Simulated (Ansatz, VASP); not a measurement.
## Two plane-wave programs on Hg

```
Hg
1.0
     0.00000    2.59845    2.02679
     2.59845    0.00000    2.02679
     2.59845    2.59845    0.00000
Hg
1
Direct
  0.00000 0.00000 0.00000
```

Alike in both runs: task single point; functional PBEsol; k mesh 20 × 20 × 20; occupations gaussian, width 0.15 eV; no spin polarisation.

|  | VASP | Ansatz |
| --- | --- | --- |
| version | VASP 6.6.1 | Ansatz 0.2.0 |
| potentials or method | VASP PAW PBE potentials, release 64 (Hg), cutoff 520 eV | scalar-relativistic, plane waves, PAW |
| valence electrons in the cell | 12 | 20 |

```csv
,VASP,Ansatz,Ansatz less VASP
gap on the k mesh at the Fermi level (eV),none,none,-
pressure (GPa),-2.7,-2.9,-0.17
"traceless stress, the component that is largest in VASP (GPa)",-0.08,-0.09,-0.009
```

VASP's potentials were made for PBE, not for PBEsol. A gap of «none» marks a metal or a gap that the smearing closes. VASP's potentials hold 12 valence electrons a cell and Ansatz's 20, so a difference there can come from the potentials and not from the codes.

Spin-orbit coupling is off throughout.
